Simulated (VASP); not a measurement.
# PtS2 in VASP: single point with PBE+D3(BJ)

Aim: the single point of PtS2 with PBE+D3(BJ).

All numbers are computed with VASP 6.6.1; they aren't measurements. Logs are shortened: lines on timing, memory, paths and dates and some standing lists are left out, and cuts for length are marked.

## 1. The cell of the first run

The cell holds a slab with vacuum, 6 atoms: a = 3.542 Å, b = 3.542 Å, c = 22.467 Å, α = 90.00°, β = 90.00°, γ = 120.00°.

## 2. Single point, PBE+D3(BJ) (layers slid over each other)

File INCAR:

```
SYSTEM = PtS2
  ALGO = Normal
  DIPOL = 0.5 0.5 0.392
  EDIFF = 1E-7
  ENCUT = 520
  GGA = PE
  IDIPOL = 3
  ISIF = 2
  ISMEAR = 0
  IVDW = 12
  LASPH = .True.
  LCHARG = .True.
  LDIPOL = .True.
  LELF = .True.
  LREAL = .False.
  LVACPOTAV = .True.
  LVHAR = .True.
  LWAVE = .False.
  NBANDS = 31
  NELM = 60
  PREC = Accurate
  SIGMA = 0.05
```

File KPOINTS:

```
k-points
0
Gamma
  9 9 1
  0 0 0
```

File POSCAR:

```
PtS2
1.0
    3.5415269801      0.0000000000      0.0000000000
   -1.7707634901      3.0670523330      0.0000000000
    0.0000000000      0.0000000000     22.4670671688
S Pt
4 2
Direct
    0.6666666667      0.3333333333      0.2002931654
    0.3333333333      0.6666666667      0.3108342327
    0.3333333333      1.1666666667      0.4728491487
    0.6666666667      0.8333333333      0.5833902160
    0.0000000000      0.0000000000      0.2555636990
    1.0000000000      1.5000000000      0.5281196824
```

Potentials or basis: VASP PAW PBE potentials, release 64 (S, Pt).

Launch:

```
> cat potpaw_PBE.64/S/POTCAR potpaw_PBE.64/Pt/POTCAR > POTCAR
> mpirun -np 1 vasp_std > vasp.out
```

OUTCAR:

```text
SYSTEM = PtS2
   EDIFF = 1E-7
   ENCUT = 520
   GGA = PE
   ISIF = 2
   ISMEAR = 0
   IVDW = 12
   LASPH = .True.
   LREAL = .False.
   NELM = 60
   PREC = Accurate
 IVDW          = 12

 ion  position               nearest neighbor table
   1  0.667  0.333  0.200-   5 2.39   5 2.39   5 2.39
   2  0.333  0.667  0.311-   5 2.39   5 2.39   5 2.39
   3  0.333  0.167  0.473-   6 2.39   6 2.39   6 2.39
   4  0.667  0.833  0.583-   6 2.39   6 2.39   6 2.39
   5  0.000  0.000  0.256-   1 2.39   1 2.39   1 2.39   2 2.39   2 2.39   2 2.39
   6  0.000  0.500  0.528-   4 2.39   4 2.39   4 2.39   3 2.39   3 2.39   3 2.39

  LATTYP: Found a hexagonal cell.
 ALAT       =     3.5415269801
 C/A-ratio  =     6.3438927036

  Lattice vectors:

 A1 = (   3.5415269801,   0.0000000000,   0.0000000000)
 A2 = (  -1.7707634901,   3.0670523330,   0.0000000000)
 A3 = (   0.0000000000,   0.0000000000,  22.4670671688)

Analysis of symmetry for initial positions (statically):
=====================================================================
 Subroutine PRICEL returns:
 Original cell was already a primitive cell.

 Routine SETGRP: Setting up the symmetry group for a
 hexagonal supercell.

 Subroutine GETGRP returns: Found  4 space group operations
 (whereof  2 operations were pure point group operations)
 out of a pool of 24 trial point group operations.

The static configuration has the point symmetry C_1h.
 The point group associated with its full space group is C_2v.

Analysis of symmetry for dynamics (positions and initial velocities):
=====================================================================
 Subroutine PRICEL returns:
 Original cell was already a primitive cell.

 Routine SETGRP: Setting up the symmetry group for a
 hexagonal supercell.

 Subroutine GETGRP returns: Found  4 space group operations
 (whereof  2 operations were pure point group operations)
 out of a pool of 24 trial point group operations.

The dynamic configuration has the point symmetry C_1h.
 The point group associated with its full space group is C_2v.

 Subroutine INISYM returns: Found  4 space group operations
 (whereof  2 operations are pure point group operations),
 and found     1 'primitive' translations

----------------------------------------------------------------------------------------

                                     Primitive cell

  volume of cell :     244.0384

  direct lattice vectors                    reciprocal lattice vectors
     3.541526980  0.000000000  0.000000000     0.282364078  0.163022976  0.000000000
    -1.770763490  3.067052333  0.000000000     0.000000000  0.326045953  0.000000000
[... 104 lines left out ...]
   NUPDOWN=      -1.0000    fix difference up-down
   EMIN   =  10.00;   EMAX   =-10.00  energy-range for DOS
   EFERMI =   0.00;   METHOD = LEGACY
   ISMEAR =     0;   SIGMA  =   0.05  broadening in eV -4-tet -1-fermi 0-gaus
   EFERMI_NEDOS =   21; number of points for ismear=-14 and -15
   IALGO  =     38    algorithm
   IMIX   =      4    mixing-type and parameters
     AMIX     =   0.40;   BMIX     =  1.00
     AMIX_MAG =   1.60;   BMIX_MAG =  1.00
  volume/ion in A,a.u.               =      40.67       274.48
  Fermi-wavevector in a.u.,A,eV,Ry     =   0.924854  1.747720 11.637801  0.855354
  Thomas-Fermi vector in A             =   2.050645
   LORBIT       =      0    0 simple, 1 ext, 2 COOP (PROOUT), +10 PAW based schemes
   GGA     = PE    functional components
   LHFCALC =     F    Hartree Fock is set to
   AEXX    =    0.0000 exact exchange contribution
   IVDW    =    12    specifies the selected vdW correction
   LEPSILON=     F    determine dielectric tensor
   LRPA    =     F    only Hartree local field effects (RPA)
 non-spin polarized calculation
 Gauss-broadening in eV      SIGMA  =   0.05
  energy-cutoff  :      520.00
  volume of cell :      244.04
 maximum number of plane-waves:      6671
   NGX = 13   NGY = 13   NGZ = 83

 dipolmoment           0.000000      0.000000      0.000001 electrons x Angstroem

 number of electron      43.9999999 magnetization

 dipolmoment           0.000000      0.000000     -0.000005 electrons x Angstroem

 Free energy of the ion-electron system (eV)
  ---------------------------------------------------
  ext. energy  EPLUGINS =         0.00000000
  ---------------------------------------------------
  free energy    TOTEN  =       -30.90813892 eV

  energy without entropy =      -30.90813892  energy(sigma->0) =      -30.90813892

 E-fermi :  -0.4003     XC(G=0):  -5.4775

 val. band max:       -0.6769096637   @ k =   0.1111   0.1111   0.0000
 cond. band min:       0.8581941960   @ k =   0.2222   0.0000   0.0000
 fundamental gap:      1.5351038596
 Fermi energy:        -0.4002558680

 k-point     1 :       0.0000    0.0000    0.0000
  band No.  band energies     occupation
      1     -14.8997      2.00000
      2     -14.8732      2.00000
      3     -12.7188      2.00000
      4     -12.6539      2.00000
      5      -6.3892      2.00000
      6      -6.3886      2.00000
[... 805 lines left out ...]
     30       7.5336      0.00000
     31       8.0179      0.00000

 [... further k-points ...]

------------------------ aborting loop because EDIFF is reached ----------------------------------------

 Edisp (eV)   -1.86009

 E8    (eV) :    -0.7715

  FORCE on cell =-STRESS in cart. coord.  units (eV):
  Direction    XX          YY          ZZ          XY          YZ          ZX
  --------------------------------------------------------------------------------------
  -------------------------------------------------------------------------------------
  Total      -0.52039    -0.49195    -0.89637    -0.02463     0.00000     0.00000
  in kB      -3.41650    -3.22982    -5.88494    -0.16167     0.00000     0.00000
  external pressure =       -4.18 kB  Pullay stress =        0.00 kB

 VOLUME and BASIS-vectors are now :
 -----------------------------------------------------------------------------
  energy-cutoff  :      520.00
  volume of cell :      244.04
      direct lattice vectors                 reciprocal lattice vectors
     3.541526980  0.000000000  0.000000000     0.282364078  0.163022976  0.000000000
    -1.770763490  3.067052333  0.000000000     0.000000000  0.326045953  0.000000000
     0.000000000  0.000000000 22.467067169     0.000000000  0.000000000  0.044509592

 POSITION                                       TOTAL-FORCE (eV/Angst)
 -----------------------------------------------------------------------------------
      1.77076      1.02235      4.50000        -0.002859     -0.001650      0.042399
     -0.00000      2.04470      6.98353        -0.002820     -0.001628      0.022170
      0.88538      0.51118     10.62353        -0.002820     -0.001628     -0.022170
      0.88538      2.55588     13.10707        -0.002859     -0.001650     -0.042399
      0.00000      0.00000      5.74177         0.005679      0.003279      0.061480
     -0.88538      1.53353     11.86530         0.005679      0.003279     -0.061480
 -----------------------------------------------------------------------------------
    total drift:                               -0.000205     -0.000118     -0.000185

  FREE ENERGIE OF THE ION-ELECTRON SYSTEM (eV)
  ---------------------------------------------------
  free  energy   TOTEN  =       -32.7682248178 eV

  energy  without entropy=      -32.7682248178  energy(sigma->0) =      -32.76822482

 vacuum level on the upper side and lower side of the slab         5.484         5.484
```

Wall time 10 min (1 thread of Intel Xeon 8259CL, shared host); peak memory 0.45 GiB.

Results:

| Item | Value |
| --- | --- |
| Free energy | -32.7682 eV |
| Largest force | 0.062 eV/Å |
| Band gap on the k mesh | 1.54 eV (least direct gap 1.62 eV) |
| Dispersion energy per atom | -0.310 eV |

Forces on the atoms (eV/Å):
```
S   -0.003 -0.002  0.042
S   -0.003 -0.002  0.022
S   -0.003 -0.002 -0.022
S   -0.003 -0.002 -0.042
Pt   0.006  0.003  0.061
Pt   0.006  0.003 -0.061
```

Caveat: the cell differs from its parent crystal (layers slid over each other); spin-orbit coupling is left out, which moves the levels of the heavy elements.
